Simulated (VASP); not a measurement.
# Zn (Fm-3m) in VASP: further runs

The runs below take Zn through single point, with PBEsol.

Everything below comes from runs of VASP 6.6.1. Logs are shortened: lines on timing, memory, paths and dates and some standing lists are left out, and cuts for length are marked.

## (1) The cell of the first run

The structure is cubic, space group Fm-3m (No. 225). Conventional cell: a = 3.822 Å, b = 3.822 Å, c = 3.822 Å, α = 90.00°, β = 90.00°, γ = 90.00°. Zn (site symmetry m-3m) has 12 Zn at 2.70 Å within 3.6 Å.

## (2) Single point, PBEsol

INCAR reads:

```
  ALGO = Normal
  EDIFF = 1E-6
  ENCUT = 520
  GGA = PS
  ISIF = 2
  ISMEAR = -1
  LASPH = T
  LCHARG = F
  LREAL = F
  LWAVE = F
  NBANDS = 12
  NELM = 80
  PREC = Accurate
  SIGMA = 0.15
```

KPOINTS reads:

```
k-points
0
Gamma
  13 13 13
```

POSCAR reads:

```
Zn
1.0
    0.0000000000      1.9109191836      1.9109191836
    1.9109191836      0.0000000000      1.9109191836
    1.9109191836      1.9109191836      0.0000000000
Zn
1
Direct
    0.0000000000      0.0000000000      0.0000000000
```

Potentials or basis: VASP PAW PBE potentials, release 64 (Zn).

Started as:

```sh
$ cat potpaw_PBE.64/Zn/POTCAR > POTCAR
$ mpirun -np 1 vasp_std > vasp.out
```

OUTCAR:

```text
EDIFF = 1E-6
   ENCUT = 520
   GGA = PS
   ISIF = 2
   ISMEAR = -1
   LASPH = T
   LREAL = F
   NELM = 80
   PREC = Accurate

 ion  position               nearest neighbor table
   1  0.000  0.000  0.000-

  LATTYP: Found a face centered cubic cell.
 ALAT       =     3.8218383672

  Lattice vectors:

 A1 = (   0.0000000000,   1.9109191836,   1.9109191836)
 A2 = (   1.9109191836,   0.0000000000,   1.9109191836)
 A3 = (   1.9109191836,   1.9109191836,   0.0000000000)

Analysis of symmetry for initial positions (statically):
=====================================================================
 Subroutine PRICEL returns:
 Original cell was already a primitive cell.

 Routine SETGRP: Setting up the symmetry group for a
 face centered cubic supercell.

 Subroutine GETGRP returns: Found 48 space group operations
 (whereof 48 operations were pure point group operations)
 out of a pool of 48 trial point group operations.

The static configuration has the point symmetry O_h .

Analysis of symmetry for dynamics (positions and initial velocities):
=====================================================================
 Subroutine PRICEL returns:
 Original cell was already a primitive cell.

 Routine SETGRP: Setting up the symmetry group for a
 face centered cubic supercell.

 Subroutine GETGRP returns: Found 48 space group operations
 (whereof 48 operations were pure point group operations)
 out of a pool of 48 trial point group operations.

The dynamic configuration has the point symmetry O_h .

 Subroutine INISYM returns: Found 48 space group operations
 (whereof 48 operations are pure point group operations),
 and found     1 'primitive' translations

----------------------------------------------------------------------------------------

                                     Primitive cell

  volume of cell :      13.9559

  direct lattice vectors                    reciprocal lattice vectors
     0.000000000  1.910919184  1.910919184    -0.261654184  0.261654184  0.261654184
     1.910919184  0.000000000  1.910919184     0.261654184 -0.261654184  0.261654184
     1.910919184  1.910919184  0.000000000     0.261654184  0.261654184 -0.261654184

  length of vectors
     2.702447826  2.702447826  2.702447826     0.453198341  0.453198341  0.453198341

  position of ions in fractional coordinates (direct lattice)
     0.000000000  0.000000000  0.000000000

  ion indices of the primitive-cell ions
   primitive index   ion index
                 1           1
[... 72 lines left out ...]
   EDIFF  = 0.1E-05   stopping-criterion for ELM
   LREAL  =      F    real-space projection
   EDIFFG = 0.1E-04   stopping-criterion for IOM
   NSW    =      0    number of steps for IOM
   IBRION =     -1    ionic relax: 0-MD 1-quasi-New 2-CG
   NFREE  =      0    steps in history (QN), initial steepest desc. (CG)
   ISIF   =      2    stress and relaxation
   ISYM   =      2    0-nonsym 1-usesym 2-fastsym
   POTIM  = 0.5000    time-step for ionic-motion
   TEBEG  =    0.0;   TEEND  =   0.0 temperature during run
   PSTRESS=    0.0 pullay stress
   NELECT =      12.0000    total number of electrons
   NUPDOWN=      -1.0000    fix difference up-down
   EMIN   =  10.00;   EMAX   =-10.00  energy-range for DOS
   EFERMI =   0.00;   METHOD = LEGACY
   ISMEAR =    -1;   SIGMA  =   0.15  broadening in eV -4-tet -1-fermi 0-gaus
   EFERMI_NEDOS =   21; number of points for ismear=-14 and -15
   IALGO  =     38    algorithm
   IMIX   =      4    mixing-type and parameters
     AMIX     =   0.40;   BMIX     =  1.00
     AMIX_MAG =   1.60;   BMIX_MAG =  1.00
  volume/ion in A,a.u.               =      13.96        94.18
  Fermi-wavevector in a.u.,A,eV,Ry     =   1.556741  2.941813 32.972922  2.423441
  Thomas-Fermi vector in A             =   2.660492
   LORBIT       =      0    0 simple, 1 ext, 2 COOP (PROOUT), +10 PAW based schemes
   GGA     = PS    functional components
   LHFCALC =     F    Hartree Fock is set to
   AEXX    =    0.0000 exact exchange contribution
   IVDW    =     0    specifies the selected vdW correction
   LEPSILON=     F    determine dielectric tensor
   LRPA    =     F    only Hartree local field effects (RPA)
 non-spin polarized calculation
  energy-cutoff  :      520.00
  volume of cell :       13.96
 maximum number of plane-waves:       384
   NGX =  9   NGY =  9   NGZ =  9

 number of electron      12.0000016 magnetization

 Free energy of the ion-electron system (eV)
  ---------------------------------------------------
  ext. energy  EPLUGINS =         0.00000000
  ---------------------------------------------------
  free energy    TOTEN  =        -1.56932288 eV

  energy without entropy =       -1.54911137  energy(sigma->0) =       -1.55921712

 E-fermi :   3.5398     XC(G=0): -12.1711

 val. band max:        3.5342745443   @ k =  -0.3846   0.3077   0.0000
 cond. band min:       3.6205912081   @ k =  -0.3077   0.3846   0.0769
 fundamental gap:      0.0863166638
 Fermi energy:         3.5398467052

 k-point     1 :       0.0000    0.0000    0.0000
  band No.  band energies     occupation
      1      -7.5331      2.00000
      2      -4.2974      2.00000
      3      -4.2974      2.00000
      4      -4.2974      2.00000
      5      -3.8492      2.00000
      6      -3.8492      2.00000
      7      22.9554      0.00000
      8      22.9554      0.00000
      9      22.9554      0.00000
     10      23.0790      0.00000
     11      25.6282      0.00000
     12      25.6282      0.00000
[... 331 lines left out ...]
 k-point    24 :       0.4615    0.1538    0.0000
  band No.  band energies     occupation
      1      -4.9669      2.00000
      2      -4.3793      2.00000
      3      -4.1270      2.00000
      4      -4.0103      2.00000
      5      -3.5105      2.00000
      6      -0.7050      2.00000
      7       5.1858      0.00003
      8      15.4927      0.00000
      9      16.5557      0.00000
     10      19.1305      0.00000
     11      28.0313      0.00000
     12      28.6806      0.00000

 [... further k-points ...]
[... 5 lines left out ...]
  --------------------------------------------------------------------------------------
  -------------------------------------------------------------------------------------
  Total        0.1533755      0.1533755      0.1533755     -0.0000000     -0.0000000     -0.0000000
  in kB       17.6079862     17.6079862     17.6079862     -0.0000000     -0.0000000     -0.0000000
  external PRESSURE =      17.6079862 kB  Pullay stress =       0.0000000 kB

 VOLUME and BASIS-vectors are now :
 -----------------------------------------------------------------------------
  energy-cutoff  :      520.00
  volume of cell :       13.96
      direct lattice vectors                 reciprocal lattice vectors
     0.000000000  1.910919184  1.910919184    -0.261654184  0.261654184  0.261654184
     1.910919184  0.000000000  1.910919184     0.261654184 -0.261654184  0.261654184
     1.910919184  1.910919184  0.000000000     0.261654184  0.261654184 -0.261654184

 POSITION                                       TOTAL-FORCE (eV/Angst)
 -----------------------------------------------------------------------------------
      0.00000      0.00000      0.00000         0.000000      0.000000      0.000000
 -----------------------------------------------------------------------------------
    total drift:                                0.000000     -0.000000      0.000000

  FREE ENERGIE OF THE ION-ELECTRON SYSTEM (eV)
  ---------------------------------------------------
  free  energy   TOTEN  =        -1.5693228790 eV

  energy  without entropy=       -1.5491113699  energy(sigma->0) =       -1.55921712
```

stdout:

```text
POSCAR found type information on POSCAR Zn
 POSCAR found :  1 types and       1 ions
 scaLAPACK will be used
 -----------------------------------------------------------------------------
|                                                                             |
|                                                                             |
|     You enforced a specific xc type in the INCAR file but a different       |
|     I HOPE YOU KNOW WHAT YOU ARE DOING!                                     |
|                                                                             |
 -----------------------------------------------------------------------------

 LDA part: xc-table for (Slater+PW92), standard interpolation
 POSCAR, INCAR and KPOINTS ok, starting setup
 FFT: planning ... GRIDC
 FFT: planning ... GRID_SOFT
 FFT: planning ... GRID
 WAVECAR not read
 entering main loop
```

It took 14 s on 1 thread of Intel Xeon 8259CL, shared host; peak memory 0.13 GiB.

What came out:

```
Free energy            : -1.5693 eV
Pressure               : 1.8 GPa
Band gap on the k mesh : zero (band 6 reaches 4.60 eV, above the bottom of band 7 at 2.47 eV)
```

Caveat: the PAW data sets were made with another functional, which shifts forces and pressure a little.

## (3) Single point, PBEsol

This run uses another cell than the first one, of 14.36 Å³/atom, 1.029 times its volume.

INCAR reads:

```
PREC = Accurate
ENCUT = 520
EDIFF = 1E-7
ISMEAR = -1
SIGMA = 0.15
LREAL = F
LASPH = T
NELM = 60
ALGO = Normal
ISIF = 2
LWAVE = F
LCHARG = F
GGA = PS
NBANDS = 12
```

KPOINTS reads:

```
Automatic mesh
0
Gamma
  13 13 13
```

POSCAR reads:

```
Zn
1.0
    0.0000000000      1.9292066028      1.9292066028
    1.9292066028      0.0000000000      1.9292066028
    1.9292066028      1.9292066028      0.0000000000
Zn
1
Direct
    0.0000000000      0.0000000000      0.0000000000
```

Potentials or basis: VASP PAW PBE potentials, release 64 (Zn).

Started as:

```sh
$ cat potpaw_PBE.64/Zn/POTCAR > POTCAR
$ mpirun -np 1 vasp_std > vasp.out
```

Run time: 15 s. Hardware: 1 thread of Intel Xeon 8259CL, shared host; peak memory 0.13 GiB.

The run converged. Its results:

| Quantity | Value |
| --- | --- |
| Free energy | -1.5705 eV |
| Pressure | -0.8 GPa |
| Band gap on the k mesh | zero (band 6 reaches 4.39 eV, above the bottom of band 7 at 2.21 eV) |

Levels at points of the mesh, in eV from the Fermi level:
```
           k point  band 3  band 4  band 5  band 6  band 7  band 8  band 9  band 10
(0.00, 0.00, 0.00)   -7.74   -7.74   -7.32   -7.32   19.01   19.01   19.01    19.33
```

Caveat: the PAW data sets were made with another functional, which shifts forces and pressure a little.

[end of part 1 of 2]
